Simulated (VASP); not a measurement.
Input of a VASP 6.6.1 run:

Contents of POSCAR:

```
ZnS
1.0
    0.0000000000      2.6940858325      2.6940858325
    2.6940858325      0.0000000000      2.6940858325
    2.6940858325      2.6940858325      0.0000000000
Zn S
1 1
Direct
    0.0000000000      0.0000000000      0.0000000000
    0.2500000000      0.2500000000      0.2500000000
```

File INCAR.step1:

```
SYSTEM = ZnS
PREC = Accurate
ENCUT = 520
ISMEAR = 0
SIGMA = 0.01
LREAL = .FALSE.
LASPH = .TRUE.
NELM = 80
NBANDS = 16
GGA = PE
ALGO = Normal
EDIFF = 1E-4
LWAVE = .TRUE.
LCHARG = .FALSE.
```

File INCAR.step2:

```
SYSTEM = ZnS
PREC = Accurate
ENCUT = 520
EDIFF = 1E-7
ISMEAR = 0
SIGMA = 0.01
LREAL = .FALSE.
LASPH = .TRUE.
NELM = 80
ALGO = Normal
ISIF = 2
LWAVE = .FALSE.
LCHARG = .FALSE.
METAGGA = R2SCAN
LMIXTAU = .TRUE.
NBANDS = 16
ISTART = 1
```

File KPOINTS:

```
Automatic mesh
0
G
  8 8 8
  0 0 0
```

Potentials or basis: VASP PAW PBE potentials, release 64 (Zn, S).

Command:

```sh
$ cat potpaw_PBE.64/Zn/POTCAR potpaw_PBE.64/S/POTCAR > POTCAR
$ cp INCAR.step1 INCAR
$ mpirun -np 1 vasp_std > vasp.out
$ cp INCAR.step2 INCAR
$ mpirun -np 1 vasp_std > vasp.out
```

Question: What does it give for the band gap on the k mesh?

Answer: 2.72 eV.

Question: Estimate the pressure.

Answer: 0.1 GPa.

Caveat: the PAW data sets were made with another functional, which shifts forces and pressure a little.
